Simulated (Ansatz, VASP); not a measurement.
**Two plane-wave programs on HfN**

```xyz
2
Lattice="0.0000 2.4548 2.5162 2.4548 0.0000 2.5162 2.4548 2.4548 0.0000" Properties=species:S:1:pos:R:3 pbc="T T T"
Hf    0.0000    0.0000    0.0000
N     3.6822    3.6822    3.7743
```

Change from the starting cell: strain +0.000 along x and y, +0.025 along z, atoms carried along.

Alike in both runs: task single point; functional PBEsol; k mesh 16 × 16 × 16; occupations gaussian, width 0.15 eV; no spin polarisation.

|  | VASP | Ansatz |
| --- | --- | --- |
| version | VASP 6.6.1 | Ansatz 0.2.0 |
| potentials or method | VASP PAW PBE potentials, release 64 (Hf_pv, N), cutoff 520 eV | scalar-relativistic, plane waves, PAW |
| valence electrons in the cell | 15 | 31 |

Ansatz gave:

```
gap on the k mesh at the Fermi level (eV)                     : none
pressure (GPa)                                                : -9.3
traceless stress, the component that is largest in VASP (GPa) : -2.59
```

Question: Estimate VASP's values.

Answer: gap on the k mesh at the Fermi level (eV): none; pressure (GPa): -10.2; traceless stress, the component that is largest in VASP (GPa): -2.60.

VASP's potentials were made for PBE, not for PBEsol. A gap of «none» marks a metal or a gap that the smearing closes. With one functional, cell and mesh, what is left measures potentials, basis and numerics. VASP's potentials hold 15 valence electrons a cell and Ansatz's 31, so a difference there can come from the potentials and not from the codes.

Neither program's run includes spin-orbit coupling.
